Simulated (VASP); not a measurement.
A run of VASP 6.6.1:

The input INCAR:

```
SYSTEM = Mo
PREC     = Accurate       ! precision mode
ENCUT    = 520            ! plane-wave cutoff, eV
EDIFF    = 1E-6           ! SCF threshold, eV
ISMEAR   = 0              ! smearing method
SIGMA    = 0.15           ! smearing width, eV
LREAL    = .False.        ! projectors in reciprocal space
LASPH    = .True.         ! aspherical terms in the spheres
NELM     = 60             ! most SCF steps
ALGO     = Fast           ! electronic algorithm
ISIF     = 2              ! what is computed and relaxed
LWAVE    = .False.        ! write WAVECAR
LCHARG   = .False.        ! write CHGCAR
GGA      = CA             ! functional
NBANDS   = 13             ! bands
```

The input KPOINTS:

```
regular mesh
0
Gamma
  22 22 22
  0 0 0
```

Contents of POSCAR:

```
Mo
1.0
   -1.5710000000      1.5710000000      1.4924500000
    1.5710000000     -1.5710000000      1.4924500000
    1.5710000000      1.5710000000     -1.4924500000
Mo
1
Direct
    0.0000000000      0.0000000000      0.0000000000
```

Potentials or basis: VASP PAW LDA potentials, release 64 (Mo_sv).

The run is started by

```bash
$ cat potpaw_LDA.64/Mo_sv/POTCAR > POTCAR
$ mpirun -np 1 vasp_std > vasp.out
```

Hardware: 1 thread of Intel(R) Xeon(R) Platinum 8488C (Sapphire Rapids) (shared host).

Task: How long does it take, and how much memory?

Result: Run time: 64 s on 1 thread of Intel(R) Xeon(R) Platinum 8488C (Sapphire Rapids) (shared host), peak memory 0.24 GiB. Counts: scf iterations 12, k points 834.
